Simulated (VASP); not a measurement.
Input of a VASP 6.6.1 run:

File INCAR:

```
ALGO = Normal ; EDIFF = 1E-6
ENCUT = 520 ; GGA = PE
ISIF = 2 ; ISMEAR = -1
ISPIN = 2 ; IVDW = 13
LASPH = True ; LCHARG = False
LMAXMIX = 4 ; LORBIT = 11
LREAL = False ; LWAVE = False
MAGMOM = 4 0 0 ; NBANDS = 24
NELM = 150 ; PREC = Accurate
SIGMA = 0.15
```

File KPOINTS:

```
k-points
0
Gamma
  11 11 6
```

The input POSCAR:

```
MnO2
1.0
    2.6518122769      0.0000000000      0.0000000000
   -1.3259061384      2.2965367979      0.0000000000
    0.0000000000      0.0000000000      4.2715372902
Mn O
1 2
Direct
    0.0000000000      0.0000000000      0.5000000000
    0.3333333333      0.6666666667      0.7062925700
    0.6666666667      0.3333333333      0.2937074300
```

Potentials or basis: VASP PAW PBE potentials, release 64 (Mn_pv, O).

Command:

```console
$ cat potpaw_PBE.64/Mn_pv/POTCAR potpaw_PBE.64/O/POTCAR > POTCAR
$ mpirun -np 1 vasp_std > vasp.out
```

Question: What does it give for the net moment?

Answer: 2.89 μB per cell.

Question: What does it give for the site moments?

Answer: Mn +2.57; O +0.12 μB.

Question: Estimate the pressure.

Answer: 76.9 GPa.

Stress tensor (GPa, compression positive):
```
88.49  0.00  0.00
 0.00 88.49  0.00
 0.00  0.00 53.82
```

Caveat: a cell with one magnetic atom can't hold antiferromagnetic order, which such compounds often take; pairwise dispersion overbinds metals, which lowers pressure and volume.
